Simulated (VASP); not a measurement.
Runs of VASP 6.6.1 on Gd. The structure is that of space group P6_3/mmc (No. 194), or close to it. The cells are those of the table. 

```csv
task,level,spin,cell,k mesh,cutoff (eV),gap on the mesh (eV),pressure (GPa),moment (μB)
single point,PBEsol,"collinear, ferromagnetic start","a = 3.565, b = 3.565, c = 5.704 Å, angles 90.0, 90.0, 120.0°, 2 atoms",8 × 8 × 5,520,none,(a),(b)
relaxation of cell and atoms,PBE,"collinear, ferromagnetic start","relaxed to 5 GPa from a = 3.636, b = 3.636, c = 5.783 Å, angles 90.0, 90.0, 120.0°, 2 atoms",8 × 8 × 5,600,none,5.0,15.14
relaxation of cell and atoms,revPBE+D4,"collinear, ferromagnetic start","relaxed from a = 3.636, b = 3.636, c = 5.783 Å, angles 90.0, 90.0, 120.0°, 2 atoms",8 × 8 × 5,600,none,0.0,15.29
single point,revPBE+D4,"collinear, ferromagnetic start","a = 3.630, b = 3.630, c = 5.810 Å, angles 90.0, 90.0, 120.0°, 2 atoms",8 × 8 × 5,520,none,0.0,15.29
single point,PBE,"non-collinear, typed start, SOC","a = 3.636, b = 3.636, c = 5.783 Å, angles 90.0, 90.0, 120.0°, 2 atoms",6 × 6 × 4,520,-,0.5,15.28
```

Alike in all rows: potentials or basis VASP PAW PBE potentials, release 64 (Gd); smearing fermi-dirac 0.05 eV.

Task: Fill in the values left out.

Result: (a) 0.1; (b) 15.17.

Caveats: semilocal functionals describe open f shells poorly, which spoils levels, moments and volumes; spin-orbit coupling is left out, which moves the levels of the heavy elements (at least some runs); the PAW data sets were made with another functional, which shifts forces and pressure a little (at least some runs); the cell is relaxed towards a set pressure, so the run minimises the enthalpy, not the energy (at least some runs).

A k mesh can miss the band edges, and rows without SOC leave out spin-orbit coupling on Gd.

A gap of «none» marks levels without a gap at the run's occupations.
